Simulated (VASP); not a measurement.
# Re (Im-3m) in VASP: further runs

Runs on Re. Level: LDA. Tasks: single point.

Program: VASP 6.6.1. These are calculated values, not measurements. Logs are shortened: lines on timing, memory, paths and dates and some standing lists are left out, and cuts for length are marked.

### 1 The cell of the first run

It takes space group Im-3m (No. 229, cubic). Conventional cell: a = 2.802 Å, b = 2.802 Å, c = 2.802 Å, α = 90.00°, β = 90.00°, γ = 90.00°. Within 3.2 Å of Re (site symmetry m-3m) lie 14 Re at 2.43 to 2.80 Å.

This isn't the form of Re at room conditions, which is hcp.

### 2 Single point, LDA (11.00 Å³/atom)

INCAR

```
  PREC = Accurate
  ENCUT = 520
  EDIFF = 1E-6
  ISMEAR = -1
  SIGMA = 0.1
  LREAL = F
  LASPH = T
  NELM = 80
  ALGO = Normal
  ISIF = 2
  LWAVE = F
  LCHARG = F
  GGA = CA
  NBANDS = 10
```

KPOINTS

```
Automatic mesh
0
Gamma
  19 19 19
```

POSCAR

```
Re
1.0
   -1.4010520474      1.4010520474      1.4010520474
    1.4010520474     -1.4010520474      1.4010520474
    1.4010520474      1.4010520474     -1.4010520474
Re
1
Direct
    0.0000000000      0.0000000000      0.0000000000
```

Potentials or basis: VASP PAW LDA potentials, release 64 (Re).

On the command line:

```console
$ cat potpaw_LDA.64/Re/POTCAR > POTCAR
$ mpirun -np 1 vasp_std > vasp.out
```

OUTCAR:

```text
PREC = Accurate
   ENCUT = 520
   EDIFF = 1E-6
   ISMEAR = -1
   LREAL = F
   LASPH = T
   NELM = 80
   ISIF = 2
   GGA = CA

 ion  position               nearest neighbor table
   1  0.000  0.000  0.000-

  LATTYP: Found a body centered cubic cell.
 ALAT       =     2.8021040948

  Lattice vectors:

 A1 = (  -1.4010520474,   1.4010520474,   1.4010520474)
 A2 = (   1.4010520474,  -1.4010520474,   1.4010520474)
 A3 = (   1.4010520474,   1.4010520474,  -1.4010520474)

Analysis of symmetry for initial positions (statically):
=====================================================================
 Subroutine PRICEL returns:
 Original cell was already a primitive cell.

 Routine SETGRP: Setting up the symmetry group for a
 body centered cubic supercell.

 Subroutine GETGRP returns: Found 48 space group operations
 (whereof 48 operations were pure point group operations)
 out of a pool of 48 trial point group operations.

The static configuration has the point symmetry O_h .

Analysis of symmetry for dynamics (positions and initial velocities):
=====================================================================
 Subroutine PRICEL returns:
 Original cell was already a primitive cell.

 Routine SETGRP: Setting up the symmetry group for a
 body centered cubic supercell.

 Subroutine GETGRP returns: Found 48 space group operations
 (whereof 48 operations were pure point group operations)
 out of a pool of 48 trial point group operations.

The dynamic configuration has the point symmetry O_h .

 Subroutine INISYM returns: Found 48 space group operations
 (whereof 48 operations are pure point group operations),
 and found     1 'primitive' translations

----------------------------------------------------------------------------------------

                                     Primitive cell

  volume of cell :      11.0008

  direct lattice vectors                    reciprocal lattice vectors
    -1.401052047  1.401052047  1.401052047     0.000000000  0.356874679  0.356874679
     1.401052047 -1.401052047  1.401052047     0.356874679  0.000000000  0.356874679
     1.401052047  1.401052047 -1.401052047     0.356874679  0.356874679  0.000000000

  length of vectors
     2.426693330  2.426693330  2.426693330     0.504697011  0.504697011  0.504697011

  position of ions in fractional coordinates (direct lattice)
     0.000000000  0.000000000  0.000000000

  ion indices of the primitive-cell ions
   primitive index   ion index
                 1           1

----------------------------------------------------------------------------------------

 KPOINTS: Automatic mesh

Automatic generation of k-mesh.
 Grid dimensions read from file:
 generate k-points for:   19   19   19

 Generating k-lattice:

  Cartesian coordinates                     Fractional coordinates (reciprocal lattice)
     0.000000000  0.018782878  0.018782878     0.052631579  0.000000000  0.000000000
     0.018782878  0.000000000  0.018782878     0.000000000  0.052631579  0.000000000
     0.018782878  0.018782878  0.000000000     0.000000000  0.000000000  0.052631579

  Length of vectors
     0.026563001  0.026563001  0.026563001

  Shift w.r.t. Gamma in fractional coordinates (k-lattice)
     0.000000000  0.000000000  0.000000000

 Subroutine IBZKPT returns following result:
 ===========================================

 Found    220 irreducible k-points:

 Following reciprocal coordinates:
            Coordinates               Weight
  0.000000  0.000000  0.000000      1.000000
  0.052632  0.000000  0.000000     12.000000
  0.105263  0.000000  0.000000     12.000000
  0.157895  0.000000  0.000000     12.000000
  0.210526  0.000000  0.000000     12.000000
  0.263158  0.000000  0.000000     12.000000
[... 16 lines left out ...]
  0.263158  0.105263 -0.000000     48.000000
  0.315789  0.105263  0.000000     48.000000
 [... further k-points ...]
   k-points           NKPTS =    220   k-points in BZ     NKDIM =    220   number of bands    NBANDS=     10
   number of dos      NEDOS =    301   number of ions     NIONS =      1
   total plane-waves  NPLWV =   5832
   dimension x,y,z NGX =    18 NGY =   18 NGZ =   18
   dimension x,y,z NGXF=    36 NGYF=   36 NGZF=   36
   ions per type =               1
   NGX,Y,Z   is equivalent  to a cutoff of  12.33, 12.33, 12.33 a.u.
   NGXF,Y,Z  is equivalent  to a cutoff of  24.66, 24.66, 24.66 a.u.
 SYSTEM =  unknown system
   PREC   = accura    normal or accurate (medium, high low for compatibility)
   ISTART =      0    job   : 0-new  1-cont  2-samecut
   ICHARG =      2    charge: 1-file 2-atom 10-const
   ISPIN  =      1    spin polarized calculation?
   LNONCOLLINEAR =      F non collinear calculations
   LSORBIT =      F    spin-orbit coupling
   LASPH  =      T    aspherical Exc in radial PAW
   ENCUT  =  520.0 eV  38.22 Ry    6.18 a.u.   4.51  4.51  4.51*2*pi/ulx,y,z
   NELM   =     80;   NELMIN=  2; NELMDL= -5     # of ELM steps
   EDIFF  = 0.1E-05   stopping-criterion for ELM
   LREAL  =      F    real-space projection
   EDIFFG = 0.1E-04   stopping-criterion for IOM
   NSW    =      0    number of steps for IOM
   IBRION =     -1    ionic relax: 0-MD 1-quasi-New 2-CG
   NFREE  =      0    steps in history (QN), initial steepest desc. (CG)
   ISIF   =      2    stress and relaxation
   ISYM   =      2    0-nonsym 1-usesym 2-fastsym
   POTIM  = 0.5000    time-step for ionic-motion
   TEBEG  =    0.0;   TEEND  =   0.0 temperature during run
   PSTRESS=    0.0 pullay stress
   NELECT =       7.0000    total number of electrons
   NUPDOWN=      -1.0000    fix difference up-down
   EMIN   =  10.00;   EMAX   =-10.00  energy-range for DOS
   EFERMI =   0.00;   METHOD = LEGACY
   ISMEAR =    -1;   SIGMA  =   0.10  broadening in eV -4-tet -1-fermi 0-gaus
   EFERMI_NEDOS =   21; number of points for ismear=-14 and -15
   IALGO  =     38    algorithm
   IMIX   =      4    mixing-type and parameters
     AMIX     =   0.40;   BMIX     =  1.00
     AMIX_MAG =   1.60;   BMIX_MAG =  1.00
  volume/ion in A,a.u.               =      11.00        74.24
  Fermi-wavevector in a.u.,A,eV,Ry     =   1.408099  2.660922 26.976860  1.982743
  Thomas-Fermi vector in A             =   2.530291
   LORBIT       =      0    0 simple, 1 ext, 2 COOP (PROOUT), +10 PAW based schemes
   GGA     = CA    functional components
   LHFCALC =     F    Hartree Fock is set to
   AEXX    =    0.0000 exact exchange contribution
   IVDW    =     0    specifies the selected vdW correction
   LEPSILON=     F    determine dielectric tensor
   LRPA    =     F    only Hartree local field effects (RPA)
 non-spin polarized calculation
  energy-cutoff  :      520.00
  volume of cell :       11.00
 maximum number of plane-waves:       321
 NGX is ok and might be reduce to    18
   NGX =  9   NGY =  9   NGZ =  9

 number of electron       7.0000000 magnetization

 Free energy of the ion-electron system (eV)
  ---------------------------------------------------
  ext. energy  EPLUGINS =         0.00000000
  ---------------------------------------------------
  free energy    TOTEN  =       -11.67290962 eV

  energy without entropy =      -11.64538827  energy(sigma->0) =      -11.65914895

 E-fermi :  13.1741     XC(G=0): -15.4682

 val. band max:       13.1544295070   @ k =  -0.2105   0.2632   0.0526
 cond. band min:      13.1853402372   @ k =  -0.4211   0.4211   0.3158
 fundamental gap:      0.0309107302
 Fermi energy:        13.1741385311

 k-point     1 :       0.0000    0.0000    0.0000
  band No.  band energies     occupation
      1       0.3031      2.00000
      2       9.2047      2.00000
      3       9.2047      2.00000
      4       9.2047      2.00000
      5      14.1218      0.00015
      6      14.1218      0.00015
      7      29.1489      0.00000
      8      29.1489      0.00000
      9      29.1489      0.00000
     10      46.4590      0.00000

 k-point     2 :       0.0526    0.0000    0.0000
  band No.  band energies     occupation
      1       0.5020      2.00000
      2       9.0812      2.00000
      3       9.1863      2.00000
      4       9.4040      2.00000
      5      13.9082      0.00130
      6      14.1224      0.00015
      7      29.3299      0.00000
      8      29.4727      0.00000
      9      29.6968      0.00000
     10      44.8349      0.00000

 k-point     3 :       0.1053    0.0000    0.0000
  band No.  band energies     occupation
      1       1.0669      2.00000
      2       8.7388      2.00000
      3       9.1037      2.00000
      4       9.9948      2.00000
      5      13.4514      0.11768
      6      14.1343      0.00014
      7      29.8148      0.00000
      8      30.4147      0.00000
      9      31.1461      0.00000
     10      42.2838      0.00000

 k-point     4 :       0.1579    0.0000    0.0000
  band No.  band energies     occupation
      1       1.8911      2.00000
      2       8.2478      2.00000
      3       8.9294      2.00000
      4      10.9568      2.00000
      5      13.1119      1.30152
      6      14.1828      0.00008
      7      30.3896      0.00000
      8      31.9019      0.00000
      9      32.9867      0.00000
     10      40.0858      0.00000

 k-point     5 :       0.2105    0.0000    0.0000
  band No.  band energies     occupation
      1       2.7534      2.00000
      2       7.6896      2.00000
      3       8.8080      2.00000
      4      12.2545      1.99980
      5      13.1052      1.33175
      6      14.2953      0.00003
      7      30.5841      0.00000
      8      33.8467      0.00000
      9      34.2578      0.00000
     10      38.8896      0.00000

 k-point     6 :       0.2632    0.0000    0.0000
  band No.  band energies     occupation
      1       3.3147      2.00000
      2       7.1355      2.00000
      3       9.1194      2.00000
      4      13.4033      0.18370
      5      13.8353      0.00269
      6      14.4897      0.00000
      7      29.9358      0.00000
      8      33.8581      0.00000
      9      36.1664      0.00000
     10      39.1960      0.00000
[... 183 lines left out ...]
 k-point    21 :       0.1579    0.1053    0.0000
  band No.  band energies     occupation
      1       3.2402      2.00000
      2       7.7550      2.00000
      3       8.1579      2.00000
      4      12.6083      1.99304
      5      13.1511      1.11447
      6      14.7803      0.00000
      7      31.3440      0.00000
      8      32.8485      0.00000
      9      34.8674      0.00000
     10      38.8931      0.00000

 k-point    22 :       0.2105    0.1053    0.0000
  band No.  band energies     occupation
      1       3.8551      2.00000
      2       7.2205      2.00000
      3       8.3480      2.00000
      4      12.8191      1.94418
      5      14.8192      0.00000
      6      15.0782      0.00000
      7      30.5093      0.00000
      8      33.2391      0.00000
      9      35.6293      0.00000
     10      40.4768      0.00000

 k-point    23 :       0.2632    0.1053   -0.0000
  band No.  band energies     occupation
      1       3.9619      2.00000
      2       6.7621      2.00000
      3       9.1637      2.00000
      4      13.2780      0.52292
      5      15.3062      0.00000
      6      16.7076      0.00000
      7      29.1588      0.00000
      8      32.4707      0.00000
      9      37.1419      0.00000
     10      39.3343      0.00000

 k-point    24 :       0.3158    0.1053    0.0000
  band No.  band energies     occupation
      1       3.7455      2.00000
      2       6.4073      2.00000
      3      10.3579      2.00000
      4      13.8319      0.00278
      5      15.5704      0.00000
      6      18.5897      0.00000
      7      27.9924      0.00000
      8      30.8415      0.00000
      9      37.3263      0.00000
     10      39.3192      0.00000

 [... further k-points ...]

------------------------ aborting loop because EDIFF is reached ----------------------------------------

  FORCE on cell =-STRESS in cart. coord.  units (eV):
  Direction    XX          YY          ZZ          XY          YZ          ZX
  --------------------------------------------------------------------------------------
  -------------------------------------------------------------------------------------
  Total       14.0773243     14.0773243     14.0773243      0.0000000      0.0000000     -0.0000000
  in kB     2050.2550913   2050.2550913   2050.2550913      0.0000000      0.0000000     -0.0000000
  external PRESSURE =    2050.2550913 kB  Pullay stress =       0.0000000 kB

 VOLUME and BASIS-vectors are now :
 -----------------------------------------------------------------------------
  energy-cutoff  :      520.00
  volume of cell :       11.00
      direct lattice vectors                 reciprocal lattice vectors
    -1.401052047  1.401052047  1.401052047     0.000000000  0.356874679  0.356874679
     1.401052047 -1.401052047  1.401052047     0.356874679  0.000000000  0.356874679
     1.401052047  1.401052047 -1.401052047     0.356874679  0.356874679  0.000000000

 POSITION                                       TOTAL-FORCE (eV/Angst)
 -----------------------------------------------------------------------------------
      0.00000      0.00000      0.00000         0.000000      0.000000     -0.000000
 -----------------------------------------------------------------------------------
    total drift:                               -0.000000      0.000000     -0.000000

  FREE ENERGIE OF THE ION-ELECTRON SYSTEM (eV)
  ---------------------------------------------------
  free  energy   TOTEN  =       -11.6729096236 eV

  energy  without entropy=      -11.6453882747  energy(sigma->0) =      -11.65914895
```

Run time: 34 s. Hardware: 1 thread of Intel Xeon 8259CL, shared host; peak memory 0.14 GiB.

Results:

```
Free energy            : -11.6729 eV
Pressure               : 205.0 GPa
Band gap on the k mesh : zero (an odd number of electrons rules out a gap without spin polarisation)
```

Levels at points of the mesh, in eV from the Fermi level:
```
           k point  band 1  band 2  band 3  band 4  band 5  band 6
(0.00, 0.00, 0.00)  -12.87   -3.97   -3.97   -3.97    0.95    0.95
```

Caveat: the cell stands under pressure; spin-orbit coupling is left out, which moves the levels of the heavy elements.

(Part 1 of 2 ends here.)
